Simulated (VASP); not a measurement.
A run of VASP 6.6.1:

INCAR

```
PREC = Accurate ; ENCUT = 520
EDIFF = 1E-7 ; ISMEAR = 0
SIGMA = 0.15 ; LREAL = F
LASPH = T ; NELM = 80
ALGO = Normal ; ISIF = 2
LWAVE = F ; LCHARG = F
GGA = PE ; NBANDS = 12
```

KPOINTS

```
regular mesh
0
Gamma
  24 24 24
```

File POSCAR:

```
Cu
1.0
    0.0000000000      2.0789444939      1.3080718756
    2.0789444939      0.0000000000      1.3080718756
    2.0789444939      2.0789444939      0.0000000000
Cu
1
Direct
    0.0000000000      0.0000000000      0.0000000000
```

Potentials or basis: VASP PAW PBE potentials, release 64 (Cu).

Command:

```console
$ cat potpaw_PBE.64/Cu/POTCAR > POTCAR
$ mpirun -np 1 vasp_std > vasp.out
```

Hardware: 1 thread of Intel(R) Xeon(R) 6975P-C (Granite Rapids) (shared host).

**Question.** How long does it take, and how much memory?

**Answer.** It took 62 s on 1 thread of Intel(R) Xeon(R) 6975P-C (Granite Rapids), with other jobs on the host, peak memory 0.24 GiB. Counts: scf iterations 12, k points 1063.
